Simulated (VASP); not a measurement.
**Sn3PbSe4: single point with PBE**

Crystal: Sn3PbSe4.

```
Sn Pb Se
1.0
     4.31502   -6.10276    0.00000
     4.31502    6.10276    0.00000
     0.00000    0.00000    4.31536
Sn Pb Se
3 1 4
Direct
  0.00000 0.50000 0.00000
  0.00000 0.00000 0.50000
  0.50000 0.00000 0.00000
  0.50000 0.50000 0.50000
  0.75532 0.75532 0.00000
  0.75263 0.24737 0.50000
  0.24468 0.24468 0.00000
  0.24737 0.75263 0.50000
```

| Property | Result |
| --- | --- |
| Program | VASP 6.6.1 |
| Task | single point |
| Functional | PBE |
| Potentials or basis | VASP PAW PBE potentials, release 64 (Sn_d, Pb_d, Se) |
| Cutoff | 520 eV |
| k mesh | 6 × 6 × 8 |
| Occupations | gaussian, width 0.01 eV |
| Spin | no spin polarisation |

```json
{"Pressure": "0.0 GPa", "Band gap on the k mesh": "0.09 eV"}
```

Levels at points of the mesh, in eV from the valence-band top:
```tsv
k point	band 37	band 38	band 39	band 40	band 41	band 42	band 43	band 44
(0.00, 0.00, 0.00)	-1.82	-1.82	-0.02	0.00	0.09	0.39	1.21	1.25
(0.50, 0.00, 0.00)	-2.02	-2.01	-1.10	-1.09	1.86	2.13	2.38	2.38
(0.50, 0.50, 0.00)	-1.87	-1.67	-0.77	-0.66	1.05	1.15	1.66	1.82
(0.00, 0.00, 0.50)	-1.18	-0.87	-0.66	-0.60	1.06	1.14	1.39	1.55
(0.50, 0.00, 0.50)	-2.53	-2.22	-2.08	-2.02	2.56	2.58	2.63	2.65
(0.50, 0.50, 0.50)	-1.81	-1.81	-0.02	0.00	0.11	0.38	1.21	1.25
```

Run time: 5.6 min on 1 thread of Intel(R) Xeon(R) 6975P-C (Granite Rapids), on a shared host, peak memory 0.74 GiB.

Caveat: spin-orbit coupling is left out, which moves the levels of the heavy elements. A k mesh can miss the band edges.
